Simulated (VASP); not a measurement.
# P (Cmce) in VASP: a series of runs, part 2 of 2

VASP 6.6.1. The steps go on from the part before.

## Step 4: Relaxation of cell and atoms, PBE+D3(BJ)

This run uses another cell than the first one, of 19.03 Å³/atom.

File INCAR:

```
PREC = Accurate
ENCUT = 600
EDIFF = 1E-6
ISMEAR = 0
SIGMA = 0.01
LREAL = False
LASPH = True
NELM = 60
ALGO = Normal
ISIF = 3
LWAVE = False
LCHARG = False
GGA = PE
IVDW = 12
IBRION = 2
NSW = 90
EDIFFG = -0.02
```

File KPOINTS:

```
regular mesh
0
Gamma
  10 10 8
```

File POSCAR:

```
P
1.0
    1.6582000000     -5.2420000000      0.0000000000
    1.6582000000      5.2420000000      0.0000000000
    0.0000000000      0.0000000000      4.3793000000
P
4
Direct
    0.8983800000      0.1016200000      0.0806800000
    0.6016200000      0.3983800000      0.5806800000
    0.1016200000      0.8983800000      0.9193200000
    0.3983800000      0.6016200000      0.4193200000
```

Potentials or basis: VASP PAW PBE potentials, release 64 (P).

Run with:

```sh
cat potpaw_PBE.64/P/POTCAR > POTCAR
mpirun -np 1 vasp_std > vasp.out
```

OUTCAR:

```text
PREC = Accurate
   ENCUT = 600
   EDIFF = 1E-6
   ISMEAR = 0
   LREAL = False
   LASPH = True
   NELM = 60
   ISIF = 3
   GGA = PE
   IVDW = 12
   IBRION = 2
   NSW = 90
   EDIFFG = -0.02
 IVDW          = 12

 ion  position               nearest neighbor table
   1  0.898  0.102  0.081-   4 2.22   4 2.22   3 2.24
   2  0.602  0.398  0.581-   3 2.22   3 2.22   4 2.24
   3  0.102  0.898  0.919-   2 2.22   2 2.22   1 2.24
   4  0.398  0.602  0.419-   1 2.22   1 2.22   2 2.24

  LATTYP: Found a base centered orthorhombic cell.
 ALAT       =     3.3164000000
 B/A-ratio  =     3.1612591967
 C/A-ratio  =     1.3204981305

  Lattice vectors:

 A1 = (   1.6582000000,  -5.2420000000,   0.0000000000)
 A2 = (   1.6582000000,   5.2420000000,   0.0000000000)
 A3 = (   0.0000000000,   0.0000000000,   4.3793000000)

Analysis of symmetry for initial positions (statically):
=====================================================================
 Subroutine PRICEL returns:
 Original cell was already a primitive cell.

 Routine SETGRP: Setting up the symmetry group for a
 base centered orthorhombic supercell.

 Subroutine GETGRP returns: Found  8 space group operations
 (whereof  4 operations were pure point group operations)
 out of a pool of  8 trial point group operations.

The static configuration has the point symmetry C_2h.
 The point group associated with its full space group is D_2h.

Analysis of symmetry for dynamics (positions and initial velocities):
=====================================================================
 Subroutine PRICEL returns:
 Original cell was already a primitive cell.

 Routine SETGRP: Setting up the symmetry group for a
 base centered orthorhombic supercell.

 Subroutine GETGRP returns: Found  8 space group operations
 (whereof  4 operations were pure point group operations)
 out of a pool of  8 trial point group operations.

The dynamic configuration has the point symmetry C_2h.
 The point group associated with its full space group is D_2h.

 Subroutine INISYM returns: Found  8 space group operations
 (whereof  4 operations are pure point group operations),
 and found     1 'primitive' translations

----------------------------------------------------------------------------------------

                                     Primitive cell

  volume of cell :      76.1322

  direct lattice vectors                    reciprocal lattice vectors
     1.658200000 -5.242000000  0.000000000     0.301531781 -0.095383441  0.000000000
     1.658200000  5.242000000  0.000000000     0.301531781  0.095383441  0.000000000
     0.000000000  0.000000000  4.379300000     0.000000000  0.000000000  0.228346996

  length of vectors
     5.498017028  5.498017028  4.379300000     0.316258464  0.316258464  0.228346996

  position of ions in fractional coordinates (direct lattice)
     0.898380000  0.101620000  0.080680000
     0.601620000  0.398380000  0.580680000
     0.101620000  0.898380000  0.919320000
     0.398380000  0.601620000  0.419320000

  ion indices of the primitive-cell ions
   primitive index   ion index
                 1           1
                 2           2
                 3           3
                 4           4

----------------------------------------------------------------------------------------

 KPOINTS: regular mesh

Automatic generation of k-mesh.
 Grid dimensions read from file:
 generate k-points for:   10   10    8

 Generating k-lattice:

  Cartesian coordinates                     Fractional coordinates (reciprocal lattice)
     0.030153178 -0.009538344  0.000000000     0.100000000  0.000000000  0.000000000
     0.030153178  0.009538344  0.000000000     0.000000000  0.100000000  0.000000000
[... 58 lines left out ...]
   EDIFF  = 0.1E-05   stopping-criterion for ELM
   LREAL  =      F    real-space projection
   EDIFFG = -.2E-01   stopping-criterion for IOM
   NSW    =     90    number of steps for IOM
   IBRION =      2    ionic relax: 0-MD 1-quasi-New 2-CG
   NFREE  =      1    steps in history (QN), initial steepest desc. (CG)
   ISIF   =      3    stress and relaxation
   ISYM   =      2    0-nonsym 1-usesym 2-fastsym
   POTIM  = 0.5000    time-step for ionic-motion
   TEBEG  =    0.0;   TEEND  =   0.0 temperature during run
   PSTRESS=    0.0 pullay stress
   NELECT =      20.0000    total number of electrons
   NUPDOWN=      -1.0000    fix difference up-down
   EMIN   =  10.00;   EMAX   =-10.00  energy-range for DOS
   EFERMI =   0.00;   METHOD = LEGACY
   ISMEAR =     0;   SIGMA  =   0.01  broadening in eV -4-tet -1-fermi 0-gaus
   EFERMI_NEDOS =   21; number of points for ismear=-14 and -15
   IALGO  =     38    algorithm
   IMIX   =      4    mixing-type and parameters
     AMIX     =   0.40;   BMIX     =  1.00
     AMIX_MAG =   1.60;   BMIX_MAG =  1.00
  volume/ion in A,a.u.               =      19.03       128.44
  Fermi-wavevector in a.u.,A,eV,Ry     =   1.048484  1.981348 14.957149  1.099319
  Thomas-Fermi vector in A             =   2.183408
   LORBIT       =      0    0 simple, 1 ext, 2 COOP (PROOUT), +10 PAW based schemes
   GGA     = PE    functional components
   LHFCALC =     F    Hartree Fock is set to
   AEXX    =    0.0000 exact exchange contribution
   IVDW    =    12    specifies the selected vdW correction
   LEPSILON=     F    determine dielectric tensor
   LRPA    =     F    only Hartree local field effects (RPA)
 conjugate gradient relaxation of ions
 non-spin polarized calculation
 Gauss-broadening in eV      SIGMA  =   0.01
  energy-cutoff  :      600.00
  volume of cell :       76.13
 maximum number of plane-waves:      2578
 NGX is ok and might be reduce to    48
   NGX = 21   NGY = 21   NGZ = 17

--------------------------------------- Ionic step        1  -------------------------------------------

 number of electron      20.0000000 magnetization

 Free energy of the ion-electron system (eV)
  ---------------------------------------------------
  ext. energy  EPLUGINS =         0.00000000
  ---------------------------------------------------
  free energy    TOTEN  =       -21.46798276 eV

  energy without entropy =      -21.46798195  energy(sigma->0) =      -21.46798235

------------------------ aborting loop because EDIFF is reached ----------------------------------------

 Edisp (eV)   -1.46854

 E8    (eV) :    -0.5562
[... 111 lines left out ...]
  FREE ENERGIE OF THE ION-ELECTRON SYSTEM (eV)
  ---------------------------------------------------
  free  energy   TOTEN  =       -22.9445824847 eV

  energy  without entropy=      -22.9445414561  energy(sigma->0) =      -22.94456197

 E-fermi :   7.0089     XC(G=0):  -9.9954

 val. band max:        6.9560559853   @ k =   0.5000   0.4000   0.0000
 cond. band min:       7.0089516071   @ k =   0.5000   0.2000   0.0000
 fundamental gap:      0.0528956219
 Fermi energy:         7.0089322461

 k-point     1 :       0.0000    0.0000    0.0000
  band No.  band energies     occupation
      1      -9.0731      2.00000
      2      -5.9823      2.00000
      3      -2.5587      2.00000
      4      -0.2117      2.00000
      5       1.8470      2.00000
      6       2.3445      2.00000
      7       2.9490      2.00000
      8       3.9629      2.00000
      9       4.4169      2.00000
     10       5.5222      2.00000
     11       7.6337      0.00000
     12       8.1581      0.00000
     13       8.9469      0.00000
     14      10.1449      0.00000
[... 379 lines left out ...]
      3      -3.8294      2.00000
      4      -0.2592      2.00000
      5       1.0466      2.00000
      6       1.6059      2.00000
      7       2.1710      2.00000
      8       3.1560      2.00000
      9       5.1657      2.00000
     10       5.4718      2.00000
     11       7.1682      0.00000
     12       7.8510      0.00000
     13       9.0553      0.00000
     14       9.8935      0.00000

 [... further k-points ...]

[... ionic steps 4 to 7 ...]

--------------------------------------- Ionic step        8  -------------------------------------------

 number of electron      19.9999999 magnetization

------------------------ aborting loop because EDIFF is reached ----------------------------------------
[... 79 lines left out ...]
--------------------------------------- Ionic step       10  -------------------------------------------

 number of electron      20.0000000 magnetization

 Free energy of the ion-electron system (eV)
  ---------------------------------------------------
  ext. energy  EPLUGINS =         0.00000000
  ---------------------------------------------------
  free energy    TOTEN  =       -21.38094002 eV

  energy without entropy =      -21.38091140  energy(sigma->0) =      -21.38092571

 E-fermi :   7.4661     XC(G=0): -10.2465

 val. band max:        7.3645502932   @ k =  -0.4000   0.3000   0.0000
 cond. band min:       7.4661111704   @ k =   0.5000   0.1000   0.0000
 fundamental gap:      0.1015608771
 Fermi energy:         7.4660788643

 k-point     1 :       0.0000    0.0000    0.0000
  band No.  band energies     occupation
      1      -8.6432      2.00000
      2      -5.3175      2.00000
      3      -1.8080      2.00000
      4       0.0870      2.00000
      5       2.2759      2.00000
      6       3.1015      2.00000
      7       3.3092      2.00000
      8       4.4979      2.00000
      9       4.7321      2.00000
     10       5.9954      2.00000
     11       8.3634      0.00000
     12       8.6231      0.00000
     13       9.2928      0.00000
     14      10.8132      0.00000
[... 426 lines left out ...]
  FREE ENERGIE OF THE ION-ELECTRON SYSTEM (eV)
  ---------------------------------------------------
  free  energy   TOTEN  =       -22.9689518882 eV

  energy  without entropy=      -22.9689232656  energy(sigma->0) =      -22.96893758

 reached required accuracy - stopping structural energy minimisation
```

It took 9.8 min on 1 thread of Intel Xeon 6975P-C (Granite Rapids), shared host; peak memory 0.39 GiB.

What came out:

```
Free energy                           : -22.9690 eV
Relaxed volume                        : 17.68 Å³/atom
Relaxed cell                          : a = 5.363 Å, b = 5.363 Å, c = 4.183 Å, α = 90.00°, β = 90.00°, γ = 144.01°
Space group after relaxing (to 0.1 Å) : Cmce (No. 64)
Energy gained by relaxing             : 8.1 meV/atom
Ionic steps                           : 10
Pressure after relaxing               : 0.0 GPa
Largest force after relaxing          : 0.006 eV/Å
Band gap on the k mesh                : zero (bands 10 and 11 overlap by 0.09 eV)
Dispersion energy per atom            : -0.397 eV
```

Forces on the atoms (eV/Å):
```
P    0.000 -0.005 -0.003
P    0.000  0.005 -0.003
P    0.000  0.005  0.003
P    0.000 -0.005  0.003
```

The path:
```tsv
step	energy change (eV)	largest force (eV/Å)	pressure (GPa)	volume (Å³)
1	0.0000	0.0681	-1.39	76.13
2	-0.0079	0.2275	0.37	74.32
3	-0.0081	0.2045	0.17	74.53
4	-0.0153	0.1195	0.02	73.87
5	-0.0197	0.0517	-0.10	73.01
6	-0.0268	0.0422	-0.21	72.42
7	-0.0315	0.0245	-0.34	71.37
8	-0.0319	0.0811	0.28	70.56
9	-0.0321	0.0452	0.03	70.88
10	-0.0324	0.0057	0.01	70.70
```

Final structure:
```
P
1.0
     1.65666   -5.10078    0.00000
     1.65666    5.10078    0.00000
     0.00000    0.00000    4.18338
P
4
Direct
  0.89401 0.10599 0.07304
  0.60599 0.39401 0.57304
  0.10599 0.89401 0.92696
  0.39401 0.60599 0.42696
```

## Step 5: Overview

```csv
task,cell,k mesh,cutoff (eV),smearing,gap on the mesh (eV),pressure (GPa),largest force (eV/Å)
single point,"a = 5.368, b = 5.368, c = 4.166 Å, angles 90.0, 90.0, 143.9°, 4 atoms, atomic positions A",10 × 10 × 8,520,gaussian 0.01 eV,none,-0.4,0.06
single point,"a = 5.351, b = 5.351, c = 4.165 Å, angles 90.0, 90.0, 143.8°, 4 atoms, atomic positions B",12 × 12 × 8,520,gaussian 0.1 eV,none,-0.3,0.07
relaxation of cell and atoms,"relaxed from a = 5.498, b = 5.498, c = 4.379 Å, angles 90.0, 90.0, 144.9°, 4 atoms, atomic positions C",10 × 10 × 8,600,gaussian 0.01 eV,none,0.0,0.01
```

Alike in all rows: level PBE+D3(BJ); potentials or basis VASP PAW PBE potentials, release 64 (P); no spin polarisation.

Total energies depend on the potentials used, so only differences within one code and one set of settings carry meaning.

The gap in the log of VASP goes by the Fermi energy; the results here count the filled bands.